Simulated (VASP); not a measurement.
Runs of VASP 6.6.1 on AgI. The structure is that of space group P6_3mc (No. 186), or close to it. The cells are those of the table. 

| level | cell | k mesh | cutoff (eV) | smearing | grid for exact exchange (PRECFOCK) | screening parameter | gap on the mesh (eV) | pressure (GPa) |
| --- | --- | --- | --- | --- | --- | --- | --- | --- |
| r2SCAN | a = 4.697, b = 4.697, c = 7.675 Å, angles 90.0, 90.0, 120.0°, 4 atoms | 6 × 6 × 4 | 550 | gaussian 0.01 eV | - | - | (a) | -0.9 |
| r2SCAN | a = 4.651, b = 4.651, c = 7.713 Å, angles 90.0, 90.0, 120.0°, 4 atoms | 6 × 6 × 4 | 550 | gaussian 0.01 eV | - | - | 1.82 | -0.5 |
| PBE | a = 4.651, b = 4.651, c = 7.713 Å, angles 90.0, 90.0, 120.0°, 4 atoms | 6 × 6 × 4 | 500 | fermi-dirac 0.02 eV | - | - | 1.36 | (b) |
| PBE | a = 4.697, b = 4.697, c = 7.675 Å, angles 90.0, 90.0, 120.0°, 4 atoms | 6 × 6 × 4 | 500 | fermi-dirac 0.02 eV | - | - | 1.37 | -0.2 |
| HSE06 | a = 4.651, b = 4.651, c = 7.713 Å, angles 90.0, 90.0, 120.0°, 4 atoms | 6 × 6 × 2 | 400 | gaussian 0.01 eV | Normal | 0.2079 1/Å | 2.50 | -0.1 |

Alike in all rows: task single point; potentials or basis VASP PAW PBE potentials, release 64 (Ag, I); no spin polarisation.

**Question.** Estimate the missing entries.

**Answer.** (a) 1.83; (b) 0.1.

Caveats: spin-orbit coupling is left out, which moves the levels of the heavy elements; the PAW data sets were made with another functional, which shifts forces and pressure a little (some runs).

A k mesh can miss the band edges, and the runs leave out spin-orbit coupling on Ag, I.
